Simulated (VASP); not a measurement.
# MgO2 (R-3m) in VASP: further runs

Runs on MgO2. Level: r2SCAN. Tasks: single point.

Everything below comes from runs of VASP 6.6.1. Logs are shortened: lines on timing, memory, paths and dates and some standing lists are left out, and cuts for length are marked.

**1. The cell of the first run**

Symmetry: R-3m, No. 166, trigonal system. The conventional cell has a = 3.210 Å, b = 3.210 Å, c = 10.482 Å, α = 90.00°, β = 90.00°, γ = 120.00°. Mg (site symmetry -3m) has 6 O at 2.11 Å within 2.8 Å. O (site symmetry 3m) has 1 O at 1.49 Å within 2.0 Å.

**2. Single point, r2SCAN**

Input file POSCAR:

```
MgO2
1.0
   -1.6047610160     -2.7795276138      0.0000000000
    1.6047610160     -2.7795276138      0.0000000000
    0.0000000000      0.0000000000     10.4819366247
Mg O
3 6
Direct
    0.0000000000      0.0000000000      0.0000000000
    0.3333333333      0.3333333333      0.3333333333
    0.6666666667      0.6666666667      0.6666666667
    1.0000000000      1.0000000000      0.4287860000
    0.3333333333      0.3333333333      0.7621193333
    0.6666666667      0.6666666667      0.0954526667
    1.0000000000      1.0000000000      0.5712140000
    0.3333333333      0.3333333333      0.9045473333
    0.6666666667      0.6666666667      0.2378806667
```

Input file INCAR.step1:

```
SYSTEM = MgO2
PREC     = Accurate       ! precision mode
ENCUT    = 520            ! plane-wave cutoff, eV
ISMEAR   = 0              ! smearing method
SIGMA    = 0.05           ! smearing width, eV
LREAL    = .FALSE.        ! projectors in reciprocal space
LASPH    = .TRUE.         ! aspherical terms in the spheres
NELM     = 60             ! most SCF steps
NBANDS   = 31             ! bands
GGA      = PE             ! functional
ALGO     = Normal         ! electronic algorithm
EDIFF    = 1E-4           ! SCF threshold, eV
LWAVE    = .TRUE.         ! write WAVECAR
LCHARG   = .FALSE.        ! write CHGCAR
```

Input file INCAR.step2:

```
SYSTEM = MgO2
PREC     = Accurate       ! precision mode
ENCUT    = 520            ! plane-wave cutoff, eV
EDIFF    = 1E-7           ! SCF threshold, eV
ISMEAR   = 0              ! smearing method
SIGMA    = 0.05           ! smearing width, eV
LREAL    = .FALSE.        ! projectors in reciprocal space
LASPH    = .TRUE.         ! aspherical terms in the spheres
NELM     = 60             ! most SCF steps
ALGO     = Normal         ! electronic algorithm
ISIF     = 2              ! what is computed and relaxed
LWAVE    = .FALSE.        ! write WAVECAR
LCHARG   = .FALSE.        ! write CHGCAR
METAGGA  = R2SCAN         ! meta-GGA
LMIXTAU  = .TRUE.       
NBANDS   = 31             ! bands
ISTART   = 1
```

Input file KPOINTS:

```
Automatic mesh
0
G
  8 8 2
  0 0 0
```

Potentials or basis: VASP PAW PBE potentials, release 64 (Mg, O).

Run with:

```
> cat potpaw_PBE.64/Mg/POTCAR potpaw_PBE.64/O/POTCAR > POTCAR
> cp INCAR.step1 INCAR
> mpirun -np 1 vasp_std > vasp.out
> cp INCAR.step2 INCAR
> mpirun -np 1 vasp_std > vasp.out
```

OUTCAR:

```text
SYSTEM = MgO2
   PREC = Accurate
   ENCUT = 520
   EDIFF = 1E-7
   ISMEAR = 0
   LREAL = .FALSE.
   LASPH = .TRUE.
   NELM = 60
   ISIF = 2
   METAGGA = R2SCAN
   ISTART = 1

 ion  position               nearest neighbor table
   1  0.000  0.000  0.000-   6 2.11   8 2.11   6 2.11   6 2.11   8 2.11   8 2.11
   2  0.333  0.333  0.333-   9 2.11   9 2.11   9 2.11   4 2.11   4 2.11   4 2.11
   3  0.667  0.667  0.667-   5 2.11   5 2.11   5 2.11   7 2.11   7 2.11   7 2.11
   4  0.000  0.000  0.429-   7 1.49   2 2.11   2 2.11   2 2.11
   5  0.333  0.333  0.762-   8 1.49   3 2.11   3 2.11   3 2.11
   6  0.667  0.667  0.095-   9 1.49   1 2.11   1 2.11   1 2.11
   7  0.000  0.000  0.571-   4 1.49   3 2.11   3 2.11   3 2.11
   8  0.333  0.333  0.905-   5 1.49   1 2.11   1 2.11   1 2.11
   9  0.667  0.667  0.238-   6 1.49   2 2.11   2 2.11   2 2.11

  LATTYP: Found a hexagonal cell.
 ALAT       =     3.2095220321
 C/A-ratio  =     3.2658871072

  Lattice vectors:

 A1 = (  -1.6047610160,   2.7795276138,   0.0000000000)
 A2 = (  -1.6047610160,  -2.7795276138,   0.0000000000)
 A3 = (   0.0000000000,   0.0000000000,  10.4819366247)

Analysis of symmetry for initial positions (statically):
=====================================================================
 Subroutine PRICEL returns following result:

  LATTYP: Found a trigonal (rhomboedric) cell.
 ALAT       =     3.9549419213
 COS(alpha) =     0.6707160927

  Lattice vectors:

 A1 = (  -1.6047610160,   0.9265092048,   3.4939788746)
 A2 = (   0.0000000000,  -1.8530184090,   3.4939788746)
 A3 = (   1.6047610160,   0.9265092042,   3.4939788756)

   3 primitive cells build up your supercell.

 Routine SETGRP: Setting up the symmetry group for a
 hexagonal supercell.

 Subroutine GETGRP returns: Found 12 space group operations
 (whereof 12 operations were pure point group operations)
 out of a pool of 24 trial point group operations.

The static configuration has the point symmetry D_3d.

Analysis of symmetry for dynamics (positions and initial velocities):
=====================================================================
 Subroutine PRICEL returns following result:

  LATTYP: Found a trigonal (rhomboedric) cell.
 ALAT       =     3.9549419213
 COS(alpha) =     0.6707160927

  Lattice vectors:

 A1 = (  -1.6047610160,   0.9265092048,   3.4939788746)
 A2 = (   0.0000000000,  -1.8530184090,   3.4939788746)
 A3 = (   1.6047610160,   0.9265092042,   3.4939788756)

   3 primitive cells build up your supercell.

 Routine SETGRP: Setting up the symmetry group for a
 hexagonal supercell.

 Subroutine GETGRP returns: Found 12 space group operations
 (whereof 12 operations were pure point group operations)
 out of a pool of 24 trial point group operations.

The dynamic configuration has the point symmetry D_3d.

 Subroutine INISYM returns: Found 12 space group operations
 (whereof 12 operations are pure point group operations),
 and found     3 'primitive' translations

----------------------------------------------------------------------------------------

                                     Primitive cell

  volume of cell :      31.1696

  direct lattice vectors                    reciprocal lattice vectors
    -1.604761016  0.926509205  3.493978875    -0.311572873  0.179886682  0.095402218
     0.000000000 -1.853018409  3.493978875    -0.000000000 -0.359773364  0.095402218
     1.604761016  0.926509204  3.493978876     0.311572873  0.179886682  0.095402218

  length of vectors
     3.954941921  3.954941921  3.954941922     0.372207545  0.372207545  0.372207545

  position of ions in fractional coordinates (direct lattice)
     0.000000000  0.000000000  0.000000000
     0.428786000  0.428786000  0.428786000
     0.571214000  0.571214000  0.571214000

  ion indices of the primitive-cell ions
   primitive index   ion index
                 1           1
                 2           4
                 3           7

----------------------------------------------------------------------------------------

 KPOINTS: Automatic mesh

Automatic generation of k-mesh.
 Grid dimensions read from file:
 generate k-points for:    8    8    2

 Generating k-lattice:

  Cartesian coordinates                     Fractional coordinates (reciprocal lattice)
    -0.038946609 -0.022485835  0.000000000     0.125000000  0.000000000  0.000000000
     0.038946609 -0.022485835  0.000000000     0.000000000  0.125000000  0.000000000
     0.000000000  0.000000000  0.047701109     0.000000000  0.000000000  0.500000000

  Length of vectors
     0.044971671  0.044971671  0.047701109

  Shift w.r.t. Gamma in fractional coordinates (k-lattice)
     0.000000000  0.000000000  0.000000000

 Subroutine IBZKPT returns following result:
 ===========================================

 Found     20 irreducible k-points:

 Following reciprocal coordinates:
            Coordinates               Weight
  0.000000  0.000000  0.000000      1.000000
  0.125000  0.000000  0.000000      6.000000
  0.250000  0.000000  0.000000      6.000000
  0.375000 -0.000000  0.000000      6.000000
  0.500000  0.000000  0.000000      3.000000
  0.250000  0.125000  0.000000      6.000000
[... 12 lines left out ...]
  0.500000  0.250000  0.500000      6.000000
 -0.375000  0.250000  0.500000      6.000000
   k-points           NKPTS =     20   k-points in BZ     NKDIM =     20   number of bands    NBANDS=     31
   number of dos      NEDOS =    301   number of ions     NIONS =      9
   total plane-waves  NPLWV =  46080
   dimension x,y,z NGX =    24 NGY =   24 NGZ =   80
   dimension x,y,z NGXF=    48 NGYF=   48 NGZF=  160
   ions per type =               3   6
   NGX,Y,Z   is equivalent  to a cutoff of  12.43, 12.43, 12.69 a.u.
   NGXF,Y,Z  is equivalent  to a cutoff of  24.86, 24.86, 25.38 a.u.
 SYSTEM =  MgO2
   PREC   = accura    normal or accurate (medium, high low for compatibility)
   ISTART =      1    job   : 0-new  1-cont  2-samecut
   ICHARG =      0    charge: 1-file 2-atom 10-const
   ISPIN  =      1    spin polarized calculation?
   LNONCOLLINEAR =      F non collinear calculations
   LSORBIT =      F    spin-orbit coupling
   LASPH  =      T    aspherical Exc in radial PAW
   ENCUT  =  520.0 eV  38.22 Ry    6.18 a.u.   5.97  5.97 19.49*2*pi/ulx,y,z
   NELM   =     60;   NELMIN=  2; NELMDL=  0     # of ELM steps
   EDIFF  = 0.1E-06   stopping-criterion for ELM
   LREAL  =      F    real-space projection
   EDIFFG = 0.1E-05   stopping-criterion for IOM
   NSW    =      0    number of steps for IOM
   IBRION =     -1    ionic relax: 0-MD 1-quasi-New 2-CG
   NFREE  =      0    steps in history (QN), initial steepest desc. (CG)
   ISIF   =      2    stress and relaxation
   ISYM   =      2    0-nonsym 1-usesym 2-fastsym
   POTIM  = 0.5000    time-step for ionic-motion
   TEBEG  =    0.0;   TEEND  =   0.0 temperature during run
   PSTRESS=    0.0 pullay stress
   NELECT =      42.0000    total number of electrons
   NUPDOWN=      -1.0000    fix difference up-down
   EMIN   =  10.00;   EMAX   =-10.00  energy-range for DOS
   EFERMI =   0.00;   METHOD = LEGACY
   ISMEAR =     0;   SIGMA  =   0.05  broadening in eV -4-tet -1-fermi 0-gaus
   EFERMI_NEDOS =   21; number of points for ismear=-14 and -15
   IALGO  =     38    algorithm
   IMIX   =      4    mixing-type and parameters
     AMIX     =   0.40;   BMIX     =  1.00
     AMIX_MAG =   1.60;   BMIX_MAG =  1.00
  volume/ion in A,a.u.               =      10.39        70.11
  Fermi-wavevector in a.u.,A,eV,Ry     =   1.253739  2.369222 21.386457  1.571860
  Thomas-Fermi vector in A             =   2.387577
   LORBIT       =      0    0 simple, 1 ext, 2 COOP (PROOUT), +10 PAW based schemes
   METAGGA = R2SCAN    functional components
   LHFCALC =     F    Hartree Fock is set to
   AEXX    =    0.0000 exact exchange contribution
   IVDW    =     0    specifies the selected vdW correction
   LEPSILON=     F    determine dielectric tensor
   LRPA    =     F    only Hartree local field effects (RPA)
 non-spin polarized calculation
 Gauss-broadening in eV      SIGMA  =   0.05
  energy-cutoff  :      520.00
  volume of cell :       93.51
 maximum number of plane-waves:      2546
   NGX = 11   NGY = 11   NGZ = 39

 number of electron      42.0000008 magnetization

 Free energy of the ion-electron system (eV)
  ---------------------------------------------------
  ext. energy  EPLUGINS =         0.00000000
  ---------------------------------------------------
  free energy    TOTEN  =       -64.65078025 eV

  energy without entropy =      -64.65078025  energy(sigma->0) =      -64.65078025

 E-fermi :   2.5486     XC(G=0): -10.7489

 val. band max:        2.2251279020   @ k =   0.0000   0.0000   0.5000
 cond. band min:       5.1431238640   @ k =   0.0000   0.0000   0.5000
 fundamental gap:      2.9179959620
 Fermi energy:         2.5486378830

 k-point     1 :       0.0000    0.0000    0.0000
  band No.  band energies     occupation
      1     -20.0388      2.00000
      2     -19.6805      2.00000
      3     -19.6805      2.00000
      4     -14.3988      2.00000
      5     -14.3988      2.00000
      6     -13.2061      2.00000
[... 23 lines left out ...]
     30      15.3508      0.00000
     31      17.4261      0.00000

 k-point     2 :       0.1250    0.0000    0.0000
  band No.  band energies     occupation
      1     -19.9779      2.00000
      2     -19.6454      2.00000
      3     -19.6447      2.00000
      4     -14.3299      2.00000
      5     -14.3267      2.00000
      6     -13.2206      2.00000
[... 23 lines left out ...]
     30      15.6947      0.00000
     31      15.9838      0.00000

 k-point     3 :       0.2500    0.0000    0.0000
  band No.  band energies     occupation
      1     -19.8216      2.00000
      2     -19.5643      2.00000
      3     -19.5562      2.00000
      4     -14.1585      2.00000
      5     -14.1292      2.00000
      6     -13.2755      2.00000
[... 567 lines left out ...]
     30      13.4216      0.00000
     31      15.4647      0.00000

 k-point    20 :      -0.3750    0.2500    0.5000
  band No.  band energies     occupation
      1     -19.4825      2.00000
      2     -19.4431      2.00000
      3     -19.4431      2.00000
      4     -13.7075      2.00000
      5     -13.7075      2.00000
      6     -13.5743      2.00000
[... 23 lines left out ...]
     30      13.5293      0.00000
     31      16.1971      0.00000

------------------------ aborting loop because EDIFF is reached ----------------------------------------

  FORCE on cell =-STRESS in cart. coord.  units (eV):
  Direction    XX          YY          ZZ          XY          YZ          ZX
  --------------------------------------------------------------------------------------
  -------------------------------------------------------------------------------------
  Total       -3.4718145     -3.4718145     -3.1884287      0.0000000      0.0000000      0.0000000
  in kB      -59.4859245    -59.4859245    -54.6304036      0.0000000      0.0000000      0.0000000
  external PRESSURE =     -57.8674175 kB  Pullay stress =       0.0000000 kB

 VOLUME and BASIS-vectors are now :
 -----------------------------------------------------------------------------
  energy-cutoff  :      520.00
  volume of cell :       93.51
      direct lattice vectors                 reciprocal lattice vectors
    -1.604761016 -2.779527614  0.000000000    -0.311572873 -0.179886682  0.000000000
     1.604761016 -2.779527614  0.000000000     0.311572873 -0.179886682  0.000000000
     0.000000000  0.000000000 10.481936625     0.000000000  0.000000000  0.095402218

 POSITION                                       TOTAL-FORCE (eV/Angst)
 -----------------------------------------------------------------------------------
      0.00000      0.00000      0.00000        -0.000000     -0.000000     -0.000000
      0.00000     -1.85302      3.49398        -0.000000     -0.000000     -0.000000
      0.00000     -3.70604      6.98796        -0.000000     -0.000000     -0.000000
      0.00000      0.00000      4.49451         0.000000      0.000000     -0.050134
      0.00000     -1.85302      7.98849         0.000000      0.000000     -0.050134
      0.00000     -3.70604      1.00053         0.000000      0.000000     -0.050134
      0.00000      0.00000      5.98743         0.000000     -0.000000      0.050134
      0.00000     -1.85302      9.48141        -0.000000     -0.000000      0.050134
      0.00000     -3.70604      2.49345         0.000000     -0.000000      0.050134
 -----------------------------------------------------------------------------------
    total drift:                               -0.000000     -0.000000      0.000000

  FREE ENERGIE OF THE ION-ELECTRON SYSTEM (eV)
  ---------------------------------------------------
  free  energy   TOTEN  =       -64.6507802545 eV

  energy  without entropy=      -64.6507802545  energy(sigma->0) =      -64.65078025
```

Wall time 3.3 min (1 thread of AMD EPYC 7R13 (Zen 3), shared host); peak memory 0.2 GiB.

Results:

```yaml
Free_energy: -64.6508 eV
Pressure: -5.8 GPa
Largest_force: 0.050 eV/Å
Band_gap_on_the_k_mesh: 2.92 eV
```

Forces in eV/Å, atoms in the order of the input:
```
Mg   0.000  0.000  0.000
Mg   0.000  0.000  0.000
Mg   0.000  0.000  0.000
O    0.000  0.000 -0.050
O    0.000  0.000 -0.050
O    0.000  0.000 -0.050
O    0.000  0.000  0.050
O    0.000  0.000  0.050
O    0.000  0.000  0.050
```

Levels at points of the mesh, in eV from the valence-band top:
```
           k point  band 17  band 18  band 19  band 20  band 21  band 22  band 23  band 24  band 25  band 26
(0.00, 0.00, 0.00)    -0.82    -0.19    -0.19    -0.19    -0.19     3.37     3.37     5.29     5.58     6.18
(0.50, 0.00, 0.00)    -1.61    -1.61    -0.95    -0.95    -0.14     4.18     4.80     4.80     8.63     9.36
(0.00, 0.00, 0.50)    -0.59    -0.59    -0.59     0.00     0.00     2.92     4.30     4.30     5.71     6.38
(0.50, 0.00, 0.50)    -2.19    -1.27    -1.12    -0.39    -0.39     4.45     4.45     4.88     9.00     9.00
```

Caveat: the PAW data sets were made with another functional, which shifts forces and pressure a little. A k mesh can miss the band edges.

**3. Single point, r2SCAN**

This run uses another cell than the first one: it holds 3 atoms, not 9.

Input file POSCAR:

```
MgO2
1.0
    1.6047610160      0.9265092046      3.4939788749
   -1.6047610160      0.9265092046      3.4939788749
    0.0000000000     -1.8530184092      3.4939788749
Mg O
1 2
Direct
    0.0000000000      0.0000000000      0.0000000000
    0.4287860000      0.4287860000      0.4287860000
    0.5712140000      0.5712140000      0.5712140000
```

Input file INCAR.step1:

```
PREC     = Accurate       # precision mode
ENCUT    = 520            # plane-wave cutoff, eV
ISMEAR   = 0              # smearing method
SIGMA    = 0.05           # smearing width, eV
LREAL    = False          # projectors in reciprocal space
LASPH    = True           # aspherical terms in the spheres
NELM     = 100            # most SCF steps
NBANDS   = 14             # bands
GGA      = PE             # functional
ALGO     = Normal         # electronic algorithm
EDIFF    = 1E-4           # SCF threshold, eV
LWAVE    = True           # write WAVECAR
LCHARG   = False          # write CHGCAR
```

Input file INCAR.step2:

```
PREC     = Accurate       # precision mode
ENCUT    = 520            # plane-wave cutoff, eV
EDIFF    = 1E-7           # SCF threshold, eV
ISMEAR   = 0              # smearing method
SIGMA    = 0.05           # smearing width, eV
LREAL    = False          # projectors in reciprocal space
LASPH    = True           # aspherical terms in the spheres
NELM     = 100            # most SCF steps
ALGO     = Normal         # electronic algorithm
ISIF     = 2              # what is computed and relaxed
LWAVE    = False          # write WAVECAR
LCHARG   = True           # write CHGCAR
METAGGA  = R2SCAN         # meta-GGA
LMIXTAU  = True         
LELF     = True           # ELF
LVHAR    = True         
NBANDS   = 14             # bands
ISTART   = 1
```

Input file KPOINTS:

```
regular mesh
0
Gamma
  12 12 12
```

Potentials or basis: VASP PAW PBE potentials, release 64 (Mg, O).

Run with:

```
> cat potpaw_PBE.64/Mg/POTCAR potpaw_PBE.64/O/POTCAR > POTCAR
> cp INCAR.step1 INCAR
> mpirun -np 1 vasp_std > vasp.out
> cp INCAR.step2 INCAR
> mpirun -np 1 vasp_std > vasp.out
```

It used 540 s of CPU time on 1 thread of AMD EPYC 7R13 Processor (Zen 3) (shared host).

The run converged. Its results:

```
Free energy            : -21.5503 eV
Pressure               : -5.8 GPa
Largest force          : 0.050 eV/Å
Band gap on the k mesh : 2.92 eV, direct
```

Forces on the atoms (eV/Å):
```
Mg   0.000  0.000  0.000
O    0.000  0.000 -0.050
O    0.000  0.000  0.050
```

Stress tensor (GPa, compression positive):
```
-5.95  0.00  0.00
 0.00 -5.95  0.00
 0.00  0.00 -5.47
```

Levels at points of the mesh, in eV from the valence-band top:
```csv
k point,band 3,band 4,band 5,band 6,band 7,band 8,band 9,band 10,band 11,band 12
"(0.00, 0.00, 0.00)",-7.54,-3.42,-3.42,-0.82,-0.82,5.29,5.58,13.13,15.20,15.82
"(0.50, 0.00, 0.00)",-6.55,-6.09,-3.75,-1.27,-1.12,4.88,9.42,11.18,13.59,15.21
"(0.50, 0.50, 0.00)",-5.91,-5.44,-4.43,-2.12,-0.14,4.18,8.63,11.90,13.50,13.89
"(0.50, 0.50, 0.50)",-4.82,-3.95,-3.95,0.00,0.00,2.92,5.71,10.43,15.20,15.20
```

Caveat: the PAW data sets were made with another functional, which shifts forces and pressure a little.
